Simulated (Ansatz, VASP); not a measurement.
Ge: VASP beside Ansatz

The input INCAR:

```
  PREC = Accurate
  ENCUT = 520
  EDIFF = 1E-6
  ISMEAR = 0
  SIGMA = 0.15
  LREAL = False
  LASPH = True
  NELM = 60
  ALGO = Normal
  ISIF = 2
  LWAVE = False
  LCHARG = True
  GGA = PS
  LELF = True
  LVHAR = True
  NBANDS = 21
```

Contents of KPOINTS:

```
regular mesh
0
Gamma
  24 24 24
```

The input POSCAR:

```
Ge
1.0
   -2.7560457041      2.3699537046      1.3967991573
    2.7560457041     -2.3699537046      1.3967991573
    2.7560457041      2.3699537046     -1.3967991573
Ge
2
Direct
    0.1246462076      0.8746462076      0.2500000000
    0.8753537924      0.1253537924      0.7500000000
```

Input for Ansatz:

```yaml
crystal:
  lattice:
    - [-2.7560457041, 2.3699537046, 1.3967991573]
    - [2.7560457041, -2.3699537046, 1.3967991573]
    - [2.7560457041, 2.3699537046, -1.3967991573]
  atoms:
    - { symbol: Ge, position: [0.1246462076, 0.8746462076, 0.25] }
    - { symbol: Ge, position: [0.8753537924, 0.1253537924, 0.75] }
basis:
  ecutwfc: 420
kpoints:
  mp_grid: { grid: [24, 24, 24] }
hamiltonian:
  xc: pbesol
scf:
  occupations: { method: gaussian, width: 0.15 }
output:
  forces: true
  stress: true
  eigenvalues: true
  write_density: true
  write_potential: true
  elf: true
  volumetric_format: npy
```

Change from the starting cell: strain +0.0750 x Voigt [1, -1, 0, 0, 0, 0], atoms carried along.

Alike in both runs: task single point; functional PBEsol; k mesh 24 × 24 × 24; occupations gaussian, width 0.15 eV; no spin polarisation.

```csv
,VASP,Ansatz
version,VASP 6.6.1,Ansatz 0.2.0
potentials or method,"VASP PAW PBE potentials, release 64 (Ge_d), cutoff 520 eV","scalar-relativistic, plane waves, PAW"
valence electrons in the cell,28,28
```

|  | VASP | Ansatz | Ansatz less VASP |
| --- | --- | --- | --- |
| gap on the k mesh at the Fermi level (eV) | none | none | - |
| pressure (GPa) | 2.9 | 3.1 | +0.13 |
| traceless stress, the component that is largest in VASP (GPa) | 13.03 | 13.09 | +0.063 |
| rms of the force components (eV/Å) | 0.257 | 0.259 | +0.0019 |

VASP's potentials were made for PBE, not for PBEsol. Atom by atom the forces differ by 0.002 eV/Å (rms over components). A gap of «none» marks a metal or a gap that the smearing closes.
